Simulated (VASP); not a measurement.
Ga:

```xyz
1
Lattice="2.7165 0.0000 0.0000 0.0000 2.7165 0.0000 0.0000 0.0000 2.7165" Properties=species:S:1:pos:R:3 pbc="T T T"
Ga    0.0000    0.0000    0.0000
```

* Program: VASP 6.6.1
* Task: relaxation of cell and atoms
* Functional: RPBE
* Dispersion: D4
* Potentials or basis: VASP PAW PBE potentials, release 64 (Ga_d)
* Cutoff: 600 eV
* k mesh: 10 × 10 × 10
* Occupations: fermi-dirac, width 0.05 eV
* Spin: no spin polarisation

At the start: pressure -4.5 GPa; volume 20.05 Å³/atom.

Task: How do energy, volume and symmetry change on relaxing?

Result: Over 3 steps the energy falls by 28.5 meV/atom and the volume is 18.35 Å³/atom (-8.4 %); space group Pm-3m (No. 221, to 0.05 Å).

The path:
| step | energy change (eV) | largest force (eV/Å) | pressure (GPa) | volume (Å³) |
| --- | --- | --- | --- | --- |
| 1 | 0.0000 | 0.0000 | -4.47 | 20.05 |
| 2 | -0.0282 | 0.0000 | -0.49 | 18.47 |
| 3 | -0.0285 | 0.0000 | -0.07 | 18.35 |

Final structure:
```
CELL_PARAMETERS angstrom
2.63771 0.00000 0.00000
0.00000 2.63771 0.00000
0.00000 0.00000 2.63771
ATOMIC_POSITIONS crystal
Ga 0.00000 0.00000 0.00000
```

Caveat: the PAW data sets were made with another functional, which shifts forces and pressure a little; pairwise dispersion overbinds metals, which lowers pressure and volume.
